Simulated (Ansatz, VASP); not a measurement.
# CaSe: VASP beside Ansatz

```
CELL_PARAMETERS angstrom
3.65114 0.00000 0.00000
0.00000 3.65114 0.00000
0.00000 0.00000 3.63509
ATOMIC_POSITIONS crystal
Ca 0.00000 0.00000 0.00000
Se 0.50000 0.50000 0.50000
```

Change from the starting cell: epitaxial_xy strain +0.5%.

Alike in both runs: task single point; functional r2SCAN; k mesh 8 × 8 × 8; no spin polarisation.

|  | VASP | Ansatz |
| --- | --- | --- |
| version | VASP 6.6.1 | Ansatz 0.2.0 |
| potentials or method | VASP PAW PBE potentials, release 64 (Ca_sv, Se) | plane waves, PAW |
| plane-wave cutoff (eV) | 520 | 500 |
| occupations | gaussian, width 0.01 eV | fixed |
| valence electrons in the cell | 16 | 26 |

|  | VASP | Ansatz | Ansatz less VASP |
| --- | --- | --- | --- |
| gap on the k mesh at the Fermi level (eV) | 1.21 | 1.21 | -0.008 |
| pressure (GPa) | -0.3 | -0.5 | -0.21 |
| traceless stress, the component that is largest in VASP (GPa) | 0.49 | 0.49 | +0.001 |

VASP's potentials were made for PBE, not for r2SCAN. VASP's potentials hold 16 valence electrons a cell and Ansatz's 26, so a difference there can come from the potentials and not from the codes.
